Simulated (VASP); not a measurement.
A run of VASP 6.6.1:

File INCAR:

```
PREC = Accurate ; ENCUT = 520
EDIFF = 1E-6 ; ISMEAR = 0
SIGMA = 0.1 ; LREAL = False
LASPH = True ; NELM = 100
ALGO = Fast ; ISIF = 2
LWAVE = False ; LCHARG = True
GGA = PE ; LELF = True
LVHAR = True ; NBANDS = 17
```

The input KPOINTS:

```
regular mesh
0
Gamma
  9 6 24
```

Contents of POSCAR:

```
Pt
1.0
    3.9364208148      0.0000000000     -0.0037581429
    0.0000000000      5.5669422406      0.0000000115
   -1.9695643466      1.3917355631      1.4240715014
Pt
2
Direct
    0.0000000000      0.5000000000      0.0000000000
    0.0000000000      0.0000000000      0.0000000000
```

Potentials or basis: VASP PAW PBE potentials, release 64 (Pt).

Launch:

```bash
$ cat potpaw_PBE.64/Pt/POTCAR > POTCAR
$ mpirun -np 1 vasp_std > vasp.out
```

Hardware: 1 thread of Intel(R) Xeon(R) 6975P-C (Granite Rapids) (shared host).

How long does it take, and how much memory?

It took 3.1 min on 1 thread of Intel(R) Xeon(R) 6975P-C (Granite Rapids) (shared host), peak memory 0.41 GiB. Counts: scf iterations 13, k points 650.
